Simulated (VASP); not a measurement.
A run of VASP 6.6.1 is set up as follows.

Contents of INCAR:

```
ALGO = Normal
EDIFF = 1E-6
ENCUT = 600
GGA = PE
GGA_COMPAT = False
ISIF = 2
ISMEAR = -1
LASPH = True
LCHARG = False
LREAL = False
LWAVE = False
NBANDS = 16
NELM = 120
PREC = Accurate
SIGMA = 0.05
```

Contents of KPOINTS:

```
k-points
0
Gamma
  7 7 7
```

The input POSCAR:

```
AlC3
1.0
    0.0000000000      2.5972214476      2.5972214476
    2.5972214476      0.0000000000      2.5972214476
    2.5972214476      2.5972214476      0.0000000000
Al C
1 3
Direct
    0.0000000000      0.0000000000      0.0000000000
    0.5000000000      0.5000000000      0.5000000000
    0.2500000000      0.2500000000      0.2500000000
    0.7500000000      0.7500000000      0.7500000000
```

Potentials or basis: VASP PAW PBE potentials, release 64 (Al, C).

The run is started by

```bash
$ cat potpaw_PBE.64/Al/POTCAR potpaw_PBE.64/C/POTCAR > POTCAR
$ mpirun -np 1 vasp_std > vasp.out
```

(1) Predict the pressure.

(2) Estimate the band gap on the k mesh.

Results:

(1) -0.1 GPa.

(2) zero (an odd number of electrons rules out a gap without spin polarisation).
